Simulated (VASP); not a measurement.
# Hf (P6_3/mmc) in VASP: further runs

The runs below take Hf through single point, with LDA.

Everything below comes from runs of VASP 6.6.1. Logs are shortened: lines on timing, memory, paths and dates and some standing lists are left out, and cuts for length are marked.

## Step 1: The cell of the first run

The structure is hexagonal, space group P6_3/mmc (No. 194). The conventional cell has a = 3.118 Å, b = 3.118 Å, c = 4.948 Å, α = 90.00°, β = 90.00°, γ = 120.00°. Hf (site symmetry -6m2) has 12 Hf at 3.06 to 3.12 Å within 4.0 Å.

## Step 2: Single point, LDA

File INCAR:

```
PREC = Accurate ; ENCUT = 520
EDIFF = 1E-6 ; ISMEAR = 1
SIGMA = 0.2 ; LREAL = F
LASPH = T ; NELM = 80
ALGO = Normal ; ISIF = 2
LWAVE = F ; LCHARG = T
GGA = CA ; LELF = T
LVHAR = T ; NBANDS = 17
```

File KPOINTS:

```
regular mesh
0
Gamma
  12 12 7
```

File POSCAR:

```
Hf
1.0
    3.1183974891      0.0000000000      0.0000000000
   -1.5591987445      2.7006114446      0.0000000000
    0.0000000000      0.0000000000      4.9475473504
Hf
2
Direct
    0.3333333333      0.6666666667      0.2500000000
    0.6666666667      0.3333333333      0.7500000000
```

Potentials or basis: VASP PAW LDA potentials, release 64 (Hf_pv).

Started as:

```
> cat potpaw_LDA.64/Hf_pv/POTCAR > POTCAR
> mpirun -np 1 vasp_std > vasp.out
```

OUTCAR:

```text
PREC = Accurate
   ENCUT = 520
   EDIFF = 1E-6
   ISMEAR = 1
   LREAL = F
   LASPH = T
   NELM = 80
   ISIF = 2
   GGA = CA

 ion  position               nearest neighbor table
   1  0.333  0.667  0.250-   2 3.06   2 3.06   2 3.06   2 3.06   2 3.06   2 3.06
   2  0.667  0.333  0.750-   1 3.06   1 3.06   1 3.06   1 3.06   1 3.06   1 3.06

  LATTYP: Found a hexagonal cell.
 ALAT       =     3.1183974891
 C/A-ratio  =     1.5865672570

  Lattice vectors:

 A1 = (   3.1183974891,   0.0000000000,   0.0000000000)
 A2 = (  -1.5591987445,   2.7006114446,   0.0000000000)
 A3 = (   0.0000000000,   0.0000000000,   4.9475473504)

Analysis of symmetry for initial positions (statically):
=====================================================================
 Subroutine PRICEL returns:
 Original cell was already a primitive cell.

 Routine SETGRP: Setting up the symmetry group for a
 hexagonal supercell.

 Subroutine GETGRP returns: Found 24 space group operations
 (whereof 12 operations were pure point group operations)
 out of a pool of 24 trial point group operations.

The static configuration has the point symmetry D_3d.
 The point group associated with its full space group is D_6h.

Analysis of symmetry for dynamics (positions and initial velocities):
=====================================================================
 Subroutine PRICEL returns:
 Original cell was already a primitive cell.

 Routine SETGRP: Setting up the symmetry group for a
 hexagonal supercell.

 Subroutine GETGRP returns: Found 24 space group operations
 (whereof 12 operations were pure point group operations)
 out of a pool of 24 trial point group operations.

The dynamic configuration has the point symmetry D_3d.
 The point group associated with its full space group is D_6h.

 Subroutine INISYM returns: Found 24 space group operations
 (whereof 12 operations are pure point group operations),
 and found     1 'primitive' translations

----------------------------------------------------------------------------------------

                                     Primitive cell

  volume of cell :      41.6662

  direct lattice vectors                    reciprocal lattice vectors
     3.118397489  0.000000000  0.000000000     0.320677529  0.185143257  0.000000000
    -1.559198744  2.700611445  0.000000000     0.000000000  0.370286515  0.000000000
     0.000000000  0.000000000  4.947547350     0.000000000  0.000000000  0.202120350

  length of vectors
     3.118397489  3.118397489  4.947547350     0.370286515  0.370286515  0.202120350

  position of ions in fractional coordinates (direct lattice)
     0.333333333  0.666666667  0.250000000
     0.666666667  0.333333333  0.750000000

  ion indices of the primitive-cell ions
   primitive index   ion index
                 1           1
                 2           2

----------------------------------------------------------------------------------------

 KPOINTS: regular mesh

Automatic generation of k-mesh.
 Grid dimensions read from file:
 generate k-points for:   12   12    7

 Generating k-lattice:

  Cartesian coordinates                     Fractional coordinates (reciprocal lattice)
     0.026723127  0.015428605  0.000000000     0.083333333  0.000000000  0.000000000
     0.000000000  0.030857210  0.000000000     0.000000000  0.083333333  0.000000000
     0.000000000  0.000000000  0.028874336     0.000000000  0.000000000  0.142857143

  Length of vectors
     0.030857210  0.030857210  0.028874336

  Shift w.r.t. Gamma in fractional coordinates (k-lattice)
     0.000000000  0.000000000  0.000000000

 Subroutine IBZKPT returns following result:
 ===========================================

 Found     76 irreducible k-points:

 Following reciprocal coordinates:
            Coordinates               Weight
  0.000000  0.000000  0.000000      1.000000
  0.083333 -0.000000  0.000000      6.000000
  0.166667 -0.000000  0.000000      6.000000
  0.250000 -0.000000  0.000000      6.000000
  0.333333 -0.000000  0.000000      6.000000
  0.416667 -0.000000  0.000000      6.000000
[... 16 lines left out ...]
  0.250000 -0.000000  0.142857     12.000000
  0.333333 -0.000000  0.142857     12.000000
 [... further k-points ...]
   k-points           NKPTS =     76   k-points in BZ     NKDIM =     76   number of bands    NBANDS=     17
   number of dos      NEDOS =    301   number of ions     NIONS =      2
   total plane-waves  NPLWV =  23040
   dimension x,y,z NGX =    24 NGY =   24 NGZ =   40
   dimension x,y,z NGXF=    48 NGYF=   48 NGZF=   80
   ions per type =               2
   NGX,Y,Z   is equivalent  to a cutoff of  12.79, 12.79, 13.44 a.u.
   NGXF,Y,Z  is equivalent  to a cutoff of  25.59, 25.59, 26.88 a.u.
 SYSTEM =  unknown system
   PREC   = accura    normal or accurate (medium, high low for compatibility)
   ISTART =      0    job   : 0-new  1-cont  2-samecut
   ICHARG =      2    charge: 1-file 2-atom 10-const
   ISPIN  =      1    spin polarized calculation?
   LNONCOLLINEAR =      F non collinear calculations
   LSORBIT =      F    spin-orbit coupling
   LASPH  =      T    aspherical Exc in radial PAW
   ENCUT  =  520.0 eV  38.22 Ry    6.18 a.u.   5.80  5.80  9.20*2*pi/ulx,y,z
   NELM   =     80;   NELMIN=  2; NELMDL= -5     # of ELM steps
   EDIFF  = 0.1E-05   stopping-criterion for ELM
   LREAL  =      F    real-space projection
   EDIFFG = 0.1E-04   stopping-criterion for IOM
   NSW    =      0    number of steps for IOM
   IBRION =     -1    ionic relax: 0-MD 1-quasi-New 2-CG
   NFREE  =      0    steps in history (QN), initial steepest desc. (CG)
   ISIF   =      2    stress and relaxation
   ISYM   =      2    0-nonsym 1-usesym 2-fastsym
   POTIM  = 0.5000    time-step for ionic-motion
   TEBEG  =    0.0;   TEEND  =   0.0 temperature during run
   PSTRESS=    0.0 pullay stress
   NELECT =      20.0000    total number of electrons
   NUPDOWN=      -1.0000    fix difference up-down
   EMIN   =  10.00;   EMAX   =-10.00  energy-range for DOS
   EFERMI =   0.00;   METHOD = LEGACY
   ISMEAR =     1;   SIGMA  =   0.20  broadening in eV -4-tet -1-fermi 0-gaus
   EFERMI_NEDOS =   21; number of points for ismear=-14 and -15
   IALGO  =     38    algorithm
   IMIX   =      4    mixing-type and parameters
     AMIX     =   0.40;   BMIX     =  1.00
     AMIX_MAG =   1.60;   BMIX_MAG =  1.00
  volume/ion in A,a.u.               =      20.83       140.59
  Fermi-wavevector in a.u.,A,eV,Ry     =   1.281810  2.422270 22.354873  1.643037
  Thomas-Fermi vector in A             =   2.414158
   LORBIT       =      0    0 simple, 1 ext, 2 COOP (PROOUT), +10 PAW based schemes
   GGA     = CA    functional components
   LHFCALC =     F    Hartree Fock is set to
   AEXX    =    0.0000 exact exchange contribution
   IVDW    =     0    specifies the selected vdW correction
   LEPSILON=     F    determine dielectric tensor
   LRPA    =     F    only Hartree local field effects (RPA)
 non-spin polarized calculation
 Methfessel and Paxton  Order N= 1 SIGMA  =   0.20
  energy-cutoff  :      520.00
  volume of cell :       41.67
 maximum number of plane-waves:      1136
 NGX is ok and might be reduce to    24
   NGX = 11   NGY = 11   NGZ = 19

 number of electron      19.9999997 magnetization

 Free energy of the ion-electron system (eV)
  ---------------------------------------------------
  ext. energy  EPLUGINS =         0.00000000
  ---------------------------------------------------
  free energy    TOTEN  =       -21.38717915 eV

  energy without entropy =      -21.38819916  energy(sigma->0) =      -21.38751915

 E-fermi :   5.3161     XC(G=0): -11.7994

 val. band max:        5.3031962702   @ k =   0.0000   0.0000   0.4286
 cond. band min:       5.3318672968   @ k =   0.4167   0.1667   0.2857
 fundamental gap:      0.0286710266
 Fermi energy:         5.3160555010

 k-point     1 :       0.0000    0.0000    0.0000
  band No.  band energies     occupation
      1     -25.6037      2.00000
      2     -24.6502      2.00000
      3     -24.6502      2.00000
      4     -24.4897      2.00000
      5     -24.4894      2.00000
      6     -24.4894      2.00000
[... 9 lines left out ...]
     16       8.0178     -0.00000
     17      10.9440      0.00000

 k-point     2 :       0.0833   -0.0000    0.0000
  band No.  band energies     occupation
      1     -25.5806      2.00000
      2     -24.7009      2.00000
      3     -24.6670      2.00000
      4     -24.5430      2.00000
      5     -24.5002      2.00000
      6     -24.4961      2.00000
[... 9 lines left out ...]
     16       7.8017     -0.00000
     17      11.1230      0.00000

 k-point     3 :       0.1667   -0.0000    0.0000
  band No.  band energies     occupation
      1     -25.5144      2.00000
      2     -24.8394      2.00000
      3     -24.7114      2.00000
      4     -24.6849      2.00000
      5     -24.5317      2.00000
      6     -24.5155      2.00000
[... 9 lines left out ...]
     16       8.1256     -0.00000
     17      11.4914      0.00000

 k-point     4 :       0.2500   -0.0000    0.0000
  band No.  band energies     occupation
      1     -25.4142      2.00000
      2     -25.0279      2.00000
      3     -24.8689      2.00000
      4     -24.7692      2.00000
      5     -24.5843      2.00000
      6     -24.5443      2.00000
[... 9 lines left out ...]
     16       9.0702     -0.00000
     17      11.8290      0.00000

 k-point     5 :       0.3333   -0.0000    0.0000
  band No.  band energies     occupation
      1     -25.2953      2.00000
      2     -25.2149      2.00000
      3     -25.0433      2.00000
      4     -24.8246      2.00000
      5     -24.6551      2.00000
      6     -24.5745      2.00000
[... 9 lines left out ...]
     16      10.2385      0.00000
     17      12.0535      0.00000

 k-point     6 :       0.4167   -0.0000    0.0000
  band No.  band energies     occupation
      1     -25.3503      2.00000
      2     -25.1838      2.00000
      3     -25.1660      2.00000
      4     -24.8640      2.00000
      5     -24.7314      2.00000
      6     -24.5973      2.00000
[... 9 lines left out ...]
     16      11.4212      0.00000
     17      12.1693      0.00000

 k-point     7 :       0.5000   -0.0000    0.0000
  band No.  band energies     occupation
      1     -25.3994      2.00000
      2     -25.2099      2.00000
      3     -25.1309      2.00000
      4     -24.8782      2.00000
      5     -24.7712      2.00000
      6     -24.6058      2.00000
[... 9 lines left out ...]
     16      12.2037      0.00000
     17      12.8364      0.00000

 k-point     8 :       0.0833    0.0833    0.0000
  band No.  band energies     occupation
      1     -25.5359      2.00000
      2     -24.7852      2.00000
      3     -24.7215      2.00000
      4     -24.6199      2.00000
      5     -24.5212      2.00000
      6     -24.5164      2.00000
[... 9 lines left out ...]
     16       7.9892     -0.00000
     17      11.3309      0.00000
[... 203 lines left out ...]
      1     -25.2601      2.00000
      2     -25.0895      2.00000
      3     -25.0895      2.00000
      4     -24.9387      2.00000
      5     -24.9387      2.00000
      6     -24.9029      2.00000
[... 9 lines left out ...]
     16      11.3884      0.00000
     17      11.5065      0.00000

 k-point    20 :       0.0000    0.0000    0.1429
  band No.  band energies     occupation
      1     -25.5529      2.00000
      2     -24.6423      2.00000
      3     -24.6423      2.00000
      4     -24.5499      2.00000
      5     -24.4975      2.00000
      6     -24.4975      2.00000
[... 9 lines left out ...]
     16       8.3443     -0.00000
     17      11.0294      0.00000

 k-point    21 :       0.0833   -0.0000    0.1429
  band No.  band energies     occupation
      1     -25.5327      2.00000
      2     -24.6916      2.00000
      3     -24.6586      2.00000
      4     -24.5944      2.00000
      5     -24.5144      2.00000
      6     -24.5046      2.00000
[... 9 lines left out ...]
     16       8.2138     -0.00000
     17      11.1748      0.00000

 k-point    22 :       0.1667   -0.0000    0.1429
  band No.  band energies     occupation
      1     -25.4763      2.00000
      2     -24.8257      2.00000
      3     -24.7286      2.00000
      4     -24.7018      2.00000
      5     -24.5454      2.00000
      6     -24.5254      2.00000
[... 9 lines left out ...]
     16       8.2405     -0.00000
     17      11.4650      0.00000

 k-point    23 :       0.2500   -0.0000    0.1429
  band No.  band energies     occupation
      1     -25.3992      2.00000
      2     -25.0022      2.00000
      3     -24.9056      2.00000
      4     -24.7582      2.00000
      5     -24.5905      2.00000
      6     -24.5556      2.00000
[... 9 lines left out ...]
     16       8.9815     -0.00000
     17      11.7173      0.00000

 k-point    24 :       0.3333   -0.0000    0.1429
  band No.  band energies     occupation
      1     -25.3524      2.00000
      2     -25.1426      2.00000
      3     -25.0624      2.00000
      4     -24.8125      2.00000
      5     -24.6501      2.00000
      6     -24.5872      2.00000
[... 9 lines left out ...]
     16      10.0674      0.00000
     17      11.8902      0.00000

 [... further k-points ...]

------------------------ aborting loop because EDIFF is reached ----------------------------------------

  FORCE on cell =-STRESS in cart. coord.  units (eV):
  Direction    XX          YY          ZZ          XY          YZ          ZX
  --------------------------------------------------------------------------------------
  -------------------------------------------------------------------------------------
  Total        0.0482670      0.0482670     -0.0239149      0.0000000      0.0000000      0.0000000
  in kB        1.8559980      1.8559980     -0.9195937      0.0000000      0.0000000      0.0000000
  external PRESSURE =       0.9308008 kB  Pullay stress =       0.0000000 kB

 VOLUME and BASIS-vectors are now :
 -----------------------------------------------------------------------------
  energy-cutoff  :      520.00
  volume of cell :       41.67
      direct lattice vectors                 reciprocal lattice vectors
     3.118397489  0.000000000  0.000000000     0.320677529  0.185143257  0.000000000
    -1.559198744  2.700611445  0.000000000     0.000000000  0.370286515  0.000000000
     0.000000000  0.000000000  4.947547350     0.000000000  0.000000000  0.202120350

 POSITION                                       TOTAL-FORCE (eV/Angst)
 -----------------------------------------------------------------------------------
     -0.00000      1.80041      1.23689         0.000000      0.000000      0.000000
      1.55920      0.90020      3.71066        -0.000000     -0.000000      0.000000
 -----------------------------------------------------------------------------------
    total drift:                               -0.000000      0.000000     -0.000000

  FREE ENERGIE OF THE ION-ELECTRON SYSTEM (eV)
  ---------------------------------------------------
  free  energy   TOTEN  =       -21.3871791486 eV

  energy  without entropy=      -21.3881991613  energy(sigma->0) =      -21.38751915
```

Run time: 19 s. Hardware: 1 thread of Intel Xeon 6975P-C (Granite Rapids), shared host; peak memory 0.17 GiB.

What came out:

- Free energy: -21.3872 eV
- Pressure: 0.1 GPa
- Band gap on the k mesh: zero (band 10 reaches 6.43 eV, above the bottom of band 11 at 5.02 eV)

Stress tensor (GPa, compression positive):
```
 0.19  0.00  0.00
 0.00  0.19  0.00
 0.00  0.00 -0.09
```

Levels at points of the mesh, in eV from the Fermi level:
```
           k point  band 6  band 7  band 8  band 9  band 10  band 11  band 12  band 13  band 14  band 15
(0.00, 0.00, 0.00)  -29.81   -7.56   -3.95    1.04     1.11     1.11     1.39     2.00     2.00     2.70
(0.50, 0.00, 0.00)  -29.92   -3.46   -3.04   -2.48    -0.57     0.70     0.93     1.76     6.29     6.85
```

Caveat: spin-orbit coupling is left out, which moves the levels of the heavy elements.

## Step 3: Single point, LDA

File INCAR:

```
PREC = Accurate
ENCUT = 520
EDIFF = 1E-6
ISMEAR = 1
SIGMA = 0.3
LREAL = False
LASPH = True
NELM = 60
ALGO = Normal
ISIF = 2
LWAVE = False
LCHARG = False
GGA = CA
NBANDS = 17
```

File KPOINTS:

```
Automatic mesh
0
Gamma
  12 12 7
```

POSCAR is that of step 2.

Potentials or basis: VASP PAW LDA potentials, release 64 (Hf_pv).

Started as:

```
> cat potpaw_LDA.64/Hf_pv/POTCAR > POTCAR
> mpirun -np 1 vasp_std > vasp.out
```

Wall time 16 s (1 thread of Intel Xeon 6975P-C (Granite Rapids), shared host); peak memory 0.17 GiB.

Results (log left out):

| Quantity | Value |
| --- | --- |
| Free energy | -21.3864 eV |
| Pressure | 0.0 GPa |
| Band gap on the k mesh | zero (band 10 reaches 6.43 eV, above the bottom of band 11 at 5.02 eV) |

Stress tensor (GPa, compression positive):
```
 0.10  0.00  0.00
 0.00  0.10  0.00
 0.00  0.00 -0.11
```

Levels at points of the mesh, in eV from the Fermi level:
| k point | band 6 | band 7 | band 8 | band 9 | band 10 | band 11 | band 12 | band 13 | band 14 | band 15 |
| --- | --- | --- | --- | --- | --- | --- | --- | --- | --- | --- |
| (0.00, 0.00, 0.00) | -29.80 | -7.55 | -3.94 | 1.05 | 1.12 | 1.12 | 1.39 | 2.01 | 2.01 | 2.71 |
| (0.50, 0.00, 0.00) | -29.91 | -3.45 | -3.03 | -2.47 | -0.56 | 0.71 | 0.94 | 1.77 | 6.30 | 6.86 |

Caveat: spin-orbit coupling is left out, which moves the levels of the heavy elements.

## Step 4: Single point, LDA

File INCAR:

```
  ALGO = Normal
  EDIFF = 1E-7
  ENCUT = 520
  GGA = CA
  ISIF = 2
  ISMEAR = 1
  LASPH = T
  LCHARG = F
  LREAL = F
  LWAVE = F
  NBANDS = 17
  NELM = 100
  PREC = Accurate
  SIGMA = 0.6
```

File KPOINTS:

```
k-points
0
Gamma
  12 12 7
```

POSCAR is that of step 3.

Started as:

```
> cat potpaw_LDA.64/Hf_pv/POTCAR > POTCAR
> mpirun -np 1 vasp_std > vasp.out
```

Run time: 16 s. Hardware: 1 thread of Intel Xeon 6975P-C (Granite Rapids), shared host; peak memory 0.17 GiB.

Results (log left out):

| Property | Result |
| --- | --- |
| Free energy | -21.3702 eV |
| Pressure | -0.2 GPa |
| Band gap on the k mesh | zero (band 10 reaches 6.43 eV, above the bottom of band 11 at 5.03 eV) |

Levels at points of the mesh, in eV from the Fermi level:
| k point | band 7 | band 8 | band 9 | band 10 | band 11 | band 12 | band 13 | band 14 |
| --- | --- | --- | --- | --- | --- | --- | --- | --- |
| (0.00, 0.00, 0.00) | -7.50 | -3.89 | 1.10 | 1.18 | 1.18 | 1.45 | 2.06 | 2.06 |
| (0.50, 0.00, 0.00) | -3.40 | -2.98 | -2.42 | -0.51 | 0.76 | 1.00 | 1.82 | 6.35 |

Caveat: spin-orbit coupling is left out, which moves the levels of the heavy elements.

## Step 5: Single point, LDA

File INCAR:

```
PREC = Accurate
ENCUT = 520
EDIFF = 1E-6
ISMEAR = 1
SIGMA = 1.0
LREAL = F
LASPH = T
NELM = 100
ALGO = Normal
ISIF = 2
LWAVE = F
LCHARG = F
GGA = CA
NBANDS = 17
```

File KPOINTS:

```
Automatic mesh
0
Gamma
  12 12 7
```

POSCAR is that of step 4.

Started as:

```
> cat potpaw_LDA.64/Hf_pv/POTCAR > POTCAR
> mpirun -np 1 vasp_std > vasp.out
```

Wall time 18 s (1 thread of Intel Xeon 6975P-C (Granite Rapids), shared host); peak memory 0.17 GiB.

Results (log left out):

- Free energy: -21.3305 eV
- Pressure: -0.2 GPa
- Band gap on the k mesh: zero (band 10 reaches 6.42 eV, above the bottom of band 11 at 5.03 eV)

Stress tensor (GPa, compression positive):
```
-0.61  0.00  0.00
 0.00 -0.61  0.00
 0.00  0.00  0.47
```

Levels at points of the mesh, in eV from the Fermi level:
| k point | band 7 | band 8 | band 9 | band 10 | band 11 | band 12 | band 13 | band 14 |
| --- | --- | --- | --- | --- | --- | --- | --- | --- |
| (0.00, 0.00, 0.00) | -7.46 | -3.86 | 1.15 | 1.21 | 1.21 | 1.49 | 2.09 | 2.09 |
| (0.50, 0.00, 0.00) | -3.36 | -2.95 | -2.37 | -0.47 | 0.81 | 1.04 | 1.86 | 6.38 |

Caveat: spin-orbit coupling is left out, which moves the levels of the heavy elements.

## Step 6: Summary

| smearing | gap on the mesh (eV) | pressure (GPa) |
| --- | --- | --- |
| methfessel-paxton 0.2 eV | none | 0.1 |
| methfessel-paxton 0.3 eV | none | 0.0 |
| methfessel-paxton 0.6 eV | none | -0.2 |
| methfessel-paxton 1 eV | none | -0.2 |

Alike in all rows: task single point; level LDA; potentials or basis VASP PAW LDA potentials, release 64 (Hf_pv); no spin polarisation; cell as given; k mesh 12 × 12 × 7; cutoff (eV) 520.

Every run on the cell as given and a fine mesh finds a metal.

Caveats: spin-orbit coupling is left out, which moves the levels of the heavy elements.

Total energies depend on the potentials used, so only differences within one code and one set of settings carry meaning.
